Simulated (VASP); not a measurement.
Set up this calculation in VASP 6.6.1, as the native input.

```
Task                   : single point
Functional             : PBE
Potentials or basis    : VASP PAW PBE potentials, release 64 (Cd, In_d, S)
Cutoff                 : 520 eV
k mesh                 : 15 × 15 × 8
Occupations            : gaussian, width 0.15 eV
Spin                   : no spin polarisation
Dipole correction      : no
Further INCAR settings : ALGO = Normal; EDIFF = 1e-06; NBANDS = 26
```

The structure of CdInS2 lies in POSCAR:

```
CdInS2
1.0
    4.1502875981      0.0000000000      0.0000000000
   -2.0751437990      3.5942544930      0.0000000000
    0.0000000000      0.0000000000      6.8728762625
Cd In S
1 1 2
Direct
    0.0000000000      0.0000000000      0.0000000000
    0.0000000000      0.0000000000      0.5000000000
    0.6666666667      0.3333333333      0.7578554487
    0.3333333333      0.6666666667      0.2421445513
```

The input as run:

INCAR

```
SYSTEM = CdInS2
ALGO = Normal ; EDIFF = 1E-6
ENCUT = 520 ; GGA = PE
ISIF = 2 ; ISMEAR = 0
LASPH = .TRUE. ; LCHARG = .TRUE.
LELF = .TRUE. ; LREAL = .FALSE.
LVHAR = .TRUE. ; LWAVE = .FALSE.
NBANDS = 26 ; NELM = 60
PREC = Accurate ; SIGMA = 0.15
```

KPOINTS

```
k-points
0
G
  15 15 8
  0 0 0
```

Potentials or basis: VASP PAW PBE potentials, release 64 (Cd, In_d, S).

Command:

```console
$ cat potpaw_PBE.64/Cd/POTCAR potpaw_PBE.64/In_d/POTCAR potpaw_PBE.64/S/POTCAR > POTCAR
$ mpirun -np 1 vasp_std > vasp.out
```

Results of the run:

The pressure is -6.0 GPa. The largest force is 0.121 eV/Å. The band gap on the k mesh is zero (an odd number of electrons rules out a gap without spin polarisation).

Caveat: the cell stands under tension; spin-orbit coupling is left out, which moves the levels of the heavy elements.

Run time: 12 min on 1 thread of Intel Xeon 8259CL (shared host), peak memory 0.58 GiB.
